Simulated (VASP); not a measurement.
TiB2: single point with PBEsol

TiB2:

```
CELL_PARAMETERS angstrom
3.00887 0.00000 0.00000
-1.50443 2.60576 0.00000
0.00000 0.00000 3.20673
ATOMIC_POSITIONS crystal
Ti 0.00000 0.00000 0.00000
B 0.66667 0.33333 0.50000
B 0.33333 0.66667 0.50000
```

This cell differs from its parent crystal: volume scaled by 0.98.

```yaml
Program: VASP 6.6.1
Task: single point
Functional: PBEsol
Potentials_or_basis: VASP PAW PBE potentials, release 64 (Ti_sv, B)
Cutoff: 520 eV
k_mesh: 10 × 10 × 8
Occupations: fermi-dirac, width 0.05 eV
Spin: no spin polarisation
Dipole_correction: no
Further_INCAR_settings: ALGO = Normal; EDIFF = 1e-06; NBANDS = 16
```

The pressure is 0.6 GPa. The band gap on the k mesh is zero (band 9 reaches 10.51 eV, above the bottom of band 10 at 9.94 eV).

Stress tensor (GPa, compression positive):
```
 1.75  0.00  0.00
 0.00  1.75  0.00
 0.00  0.00 -1.74
```

Levels at points of the mesh, in eV from the Fermi level:
| k point | band 7 | band 8 | band 9 | band 10 | band 11 | band 12 |
| --- | --- | --- | --- | --- | --- | --- |
| (0.00, 0.00, 0.00) | -2.57 | -2.24 | -2.13 | 2.02 | 2.02 | 3.85 |
| (0.50, 0.00, 0.00) | -3.22 | -3.20 | -2.27 | 1.45 | 2.91 | 3.40 |
| (0.00, 0.00, 0.50) | -0.45 | -0.45 | -0.12 | -0.12 | 0.51 | 0.51 |
| (0.50, 0.00, 0.50) | -4.64 | -3.84 | -3.07 | 2.63 | 3.09 | 4.72 |

Wall time 8.4 s on 1 thread of Intel(R) Xeon(R) 6975P-C (Granite Rapids), on a shared host, peak memory 0.15 GiB.

Caveat: the PAW data sets were made with another functional, which shifts forces and pressure a little.
